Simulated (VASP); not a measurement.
# Bi2Te3 (R-3m) in VASP: single point with PBE

Aim: the single point of Bi2Te3 with PBE.

Program: VASP 6.6.1. These are calculated values, not measurements. Logs are shortened: lines on timing, memory, paths and dates and some standing lists are left out, and cuts for length are marked.

### 1 The cell of the first run

The structure is trigonal, space group R-3m (No. 166). The conventional cell has a = 4.391 Å, b = 4.391 Å, c = 31.361 Å, α = 90.00°, β = 90.00°, γ = 120.00°. Within 4.0 Å of Bi (site symmetry 3m) lie 6 Te at 3.06 to 3.25 Å. Te (site symmetry 3m) has 3 Bi at 3.06 Å and 3 Te at 3.88 Å within 4.0 Å. Te (site symmetry -3m) has 6 Bi at 3.25 Å within 4.3 Å.

### 2 Single point, PBE

The input, INCAR:

```
SYSTEM = Bi2Te3
PREC = Accurate ; ENCUT = 520
EDIFF = 1E-6 ; ISMEAR = 0
SIGMA = 0.01 ; LREAL = .FALSE.
LASPH = .TRUE. ; NELM = 60
ALGO = Normal ; ISIF = 2
LWAVE = .FALSE. ; LCHARG = .FALSE.
GGA = PE ; NBANDS = 32
```

The input, KPOINTS:

```
regular mesh
0
G
  8 8 8
  0 0 0
```

The input, POSCAR:

```
Bi2Te3
1.0
    2.1957256015      1.2677027671     10.4535439826
   -2.1957256015      1.2677027671     10.4535439826
    0.0000000000     -2.5354055341     10.4535439826
Bi Te
2 3
Direct
    0.3983611987      0.3983611987      0.3983611987
    0.6016388013      0.6016388013      0.6016388013
    0.2135932496      0.2135932496      0.2135932496
    0.7864067504      0.7864067504      0.7864067504
    0.0000000000      0.0000000000      0.0000000000
```

Potentials or basis: VASP PAW PBE potentials, release 64 (Bi_d, Te).

Launch:

```console
cat potpaw_PBE.64/Bi_d/POTCAR potpaw_PBE.64/Te/POTCAR > POTCAR
mpirun -np 1 vasp_std > vasp.out
```

OUTCAR:

```text
SYSTEM = Bi2Te3
   PREC = Accurate
   ENCUT = 520
   EDIFF = 1E-6
   ISMEAR = 0
   LREAL = .FALSE.
   LASPH = .TRUE.
   NELM = 60
   ISIF = 2
   GGA = PE

 ion  position               nearest neighbor table
   1  0.398  0.398  0.398-   4 3.06   4 3.06   4 3.06   5 3.25   5 3.25   5 3.25
   2  0.602  0.602  0.602-   3 3.06   3 3.06   3 3.06   5 3.25   5 3.25   5 3.25
   3  0.214  0.214  0.214-   2 3.06   2 3.06   2 3.06
   4  0.786  0.786  0.786-   1 3.06   1 3.06   1 3.06
   5  0.000  0.000  0.000-   2 3.25   1 3.25   2 3.25   2 3.25   1 3.25   1 3.25

  LATTYP: Found a trigonal (rhomboedric) cell.
 ALAT       =    10.7566194977
 COS(alpha) =     0.9166636425

  Lattice vectors:

 A1 = (   2.1957256015,   1.2677027671,  10.4535439826)
 A2 = (  -2.1957256015,   1.2677027671,  10.4535439826)
 A3 = (   0.0000000000,  -2.5354055341,  10.4535439826)

Analysis of symmetry for initial positions (statically):
=====================================================================
 Subroutine PRICEL returns:
 Original cell was already a primitive cell.

 Routine SETGRP: Setting up the symmetry group for a
 trigonal (rhombohedral) supercell.

 Subroutine GETGRP returns: Found 12 space group operations
 (whereof 12 operations were pure point group operations)
 out of a pool of 12 trial point group operations.

The static configuration has the point symmetry D_3d.

Analysis of symmetry for dynamics (positions and initial velocities):
=====================================================================
 Subroutine PRICEL returns:
 Original cell was already a primitive cell.

 Routine SETGRP: Setting up the symmetry group for a
 trigonal (rhombohedral) supercell.

 Subroutine GETGRP returns: Found 12 space group operations
 (whereof 12 operations were pure point group operations)
 out of a pool of 12 trial point group operations.

The dynamic configuration has the point symmetry D_3d.

 Subroutine INISYM returns: Found 12 space group operations
 (whereof 12 operations are pure point group operations),
 and found     1 'primitive' translations

----------------------------------------------------------------------------------------

                                     Primitive cell

  volume of cell :     174.5864

  direct lattice vectors                    reciprocal lattice vectors
     2.195725601  1.267702767 10.453543983     0.227715157  0.131471407  0.031887113
[... 92 lines left out ...]
   EDIFF  = 0.1E-05   stopping-criterion for ELM
   LREAL  =      F    real-space projection
   EDIFFG = 0.1E-04   stopping-criterion for IOM
   NSW    =      0    number of steps for IOM
   IBRION =     -1    ionic relax: 0-MD 1-quasi-New 2-CG
   NFREE  =      0    steps in history (QN), initial steepest desc. (CG)
   ISIF   =      2    stress and relaxation
   ISYM   =      2    0-nonsym 1-usesym 2-fastsym
   POTIM  = 0.5000    time-step for ionic-motion
   TEBEG  =    0.0;   TEEND  =   0.0 temperature during run
   PSTRESS=    0.0 pullay stress
   NELECT =      48.0000    total number of electrons
   NUPDOWN=      -1.0000    fix difference up-down
   EMIN   =  10.00;   EMAX   =-10.00  energy-range for DOS
   EFERMI =   0.00;   METHOD = LEGACY
   ISMEAR =     0;   SIGMA  =   0.01  broadening in eV -4-tet -1-fermi 0-gaus
   EFERMI_NEDOS =   21; number of points for ismear=-14 and -15
   IALGO  =     38    algorithm
   IMIX   =      4    mixing-type and parameters
     AMIX     =   0.40;   BMIX     =  1.00
     AMIX_MAG =   1.60;   BMIX_MAG =  1.00
  volume/ion in A,a.u.               =      34.92       235.63
  Fermi-wavevector in a.u.,A,eV,Ry     =   1.064515  2.011642 15.418017  1.133192
  Thomas-Fermi vector in A             =   2.200036
   LORBIT       =      0    0 simple, 1 ext, 2 COOP (PROOUT), +10 PAW based schemes
   GGA     = PE    functional components
   LHFCALC =     F    Hartree Fock is set to
   AEXX    =    0.0000 exact exchange contribution
   IVDW    =     0    specifies the selected vdW correction
   LEPSILON=     F    determine dielectric tensor
   LRPA    =     F    only Hartree local field effects (RPA)
 non-spin polarized calculation
 Gauss-broadening in eV      SIGMA  =   0.01
  energy-cutoff  :      520.00
  volume of cell :      174.59
 maximum number of plane-waves:      4723
   NGX = 39   NGY = 39   NGZ = 39

 number of electron      47.9999999 magnetization

 Free energy of the ion-electron system (eV)
  ---------------------------------------------------
  ext. energy  EPLUGINS =         0.00000000
  ---------------------------------------------------
  free energy    TOTEN  =       -18.37106529 eV

  energy without entropy =      -18.37106529  energy(sigma->0) =      -18.37106529

 E-fermi :   5.7851     XC(G=0):  -9.1622

 val. band max:        5.7165113829   @ k =   0.0000   0.0000   0.0000
 cond. band min:       6.1491197593   @ k =   0.0000   0.0000   0.0000
 fundamental gap:      0.4326083764
 Fermi energy:         5.7851156902

 k-point     1 :       0.0000    0.0000    0.0000
  band No.  band energies     occupation
      1     -17.3615      2.00000
      2     -17.3615      2.00000
      3     -17.3601      2.00000
      4     -17.3601      2.00000
      5     -17.3535      2.00000
      6     -17.3522      2.00000
[... 829 lines left out ...]
     31       9.7754      0.00000
     32      11.3198      0.00000

 [... further k-points ...]

------------------------ aborting loop because EDIFF is reached ----------------------------------------

  FORCE on cell =-STRESS in cart. coord.  units (eV):
  Direction    XX          YY          ZZ          XY          YZ          ZX
  --------------------------------------------------------------------------------------
  -------------------------------------------------------------------------------------
  Total        1.7900366      1.7900366      1.5861985      0.0000000      0.0000000      0.0000000
  in kB       16.4271484     16.4271484     14.5565281      0.0000000      0.0000000      0.0000000
  external PRESSURE =      15.8036083 kB  Pullay stress =       0.0000000 kB

 VOLUME and BASIS-vectors are now :
 -----------------------------------------------------------------------------
  energy-cutoff  :      520.00
  volume of cell :      174.59
      direct lattice vectors                 reciprocal lattice vectors
     2.195725601  1.267702767 10.453543983     0.227715157  0.131471407  0.031887113
    -2.195725601  1.267702767 10.453543983    -0.227715157  0.131471407  0.031887113
     0.000000000 -2.535405534 10.453543983     0.000000000 -0.262942814  0.031887113

 POSITION                                       TOTAL-FORCE (eV/Angst)
 -----------------------------------------------------------------------------------
      0.00000      0.00000     12.49286         0.000000     -0.000000     -0.069389
      0.00000      0.00000     18.86777         0.000000      0.000000      0.069389
      0.00000      0.00000      6.69842         0.000000     -0.000000     -0.175575
      0.00000      0.00000     24.66221         0.000000      0.000000      0.175575
      0.00000      0.00000      0.00000         0.000000     -0.000000      0.000000
 -----------------------------------------------------------------------------------
    total drift:                                0.000000      0.000000     -0.000000

  FREE ENERGIE OF THE ION-ELECTRON SYSTEM (eV)
  ---------------------------------------------------
  free  energy   TOTEN  =       -18.3710652873 eV

  energy  without entropy=      -18.3710652873  energy(sigma->0) =      -18.37106529
```

OSZICAR:

```text
N       E                     dE             d eps       ncg     rms          rms(c)
DAV:   1     0.431365992390E+03    0.43137E+03   -0.21630E+04  4160   0.144E+03
DAV:   2     0.273334249109E+02   -0.40403E+03   -0.38784E+03  4360   0.374E+02
DAV:   3    -0.167531404804E+02   -0.44087E+02   -0.42134E+02  5392   0.136E+02
DAV:   4    -0.185784006860E+02   -0.18253E+01   -0.18199E+01  4608   0.296E+01
DAV:   5    -0.186666203460E+02   -0.88220E-01   -0.88213E-01  6168   0.650E+00    0.698E+00
DAV:   6    -0.183592648956E+02    0.30736E+00   -0.38490E-01  5536   0.476E+00    0.523E+00
DAV:   7    -0.183681622382E+02   -0.88973E-02   -0.23943E-01  5248   0.204E+00    0.141E+00
DAV:   8    -0.183706775699E+02   -0.25153E-02   -0.28282E-02  4632   0.949E-01    0.620E-01
DAV:   9    -0.183706985275E+02   -0.20958E-04   -0.20843E-03  5024   0.351E-01    0.323E-01
DAV:  10    -0.183710214407E+02   -0.32291E-03   -0.97998E-04  4848   0.139E-01    0.662E-02
DAV:  11    -0.183710565826E+02   -0.35142E-04   -0.50886E-05  5144   0.368E-02    0.351E-02
DAV:  12    -0.183710636231E+02   -0.70405E-05   -0.10231E-05  4048   0.153E-02    0.114E-02
DAV:  13    -0.183710653406E+02   -0.17175E-05   -0.26071E-06  4160   0.108E-02    0.321E-03
DAV:  14    -0.183710652873E+02    0.53334E-07   -0.30141E-07  3024   0.403E-03
   1 F= -.18371065E+02 E0= -.18371065E+02  d E =-.399819E-25
```

It took 12 min on 1 thread of Intel Xeon 6975P-C (Granite Rapids), shared host; peak memory 1.1 GiB.

Results:

| Quantity | Value |
| --- | --- |
| Free energy | -18.3711 eV |
| Pressure | 1.6 GPa |
| Largest force | 0.176 eV/Å |
| Band gap on the k mesh | 0.43 eV, direct |

Forces in eV/Å, atoms in the order of the input:
```
Bi   0.000  0.000 -0.069
Bi   0.000  0.000  0.069
Te   0.000  0.000 -0.176
Te   0.000  0.000  0.176
Te   0.000  0.000  0.000
```

Stress tensor (GPa, compression positive):
```
1.64 0.00 0.00
0.00 1.64 0.00
0.00 0.00 1.46
```

Levels at points of the mesh, in eV from the valence-band top:
```csv
k point,band 21,band 22,band 23,band 24,band 25,band 26,band 27,band 28
"(0.00, 0.00, 0.00)",-1.48,-0.74,-0.74,0.00,0.43,0.93,0.93,2.00
"(0.50, 0.00, 0.00)",-2.64,-2.01,-0.84,-0.53,0.76,1.44,2.71,2.91
"(0.50, 0.50, 0.00)",-1.75,-1.70,-1.22,-0.98,1.18,1.47,2.12,2.79
"(0.50, 0.50, 0.50)",-1.32,-0.91,-0.91,-0.31,0.77,1.23,1.23,1.87
```

Caveat: spin-orbit coupling is left out, which moves the levels of the heavy elements. A k mesh can miss the band edges.
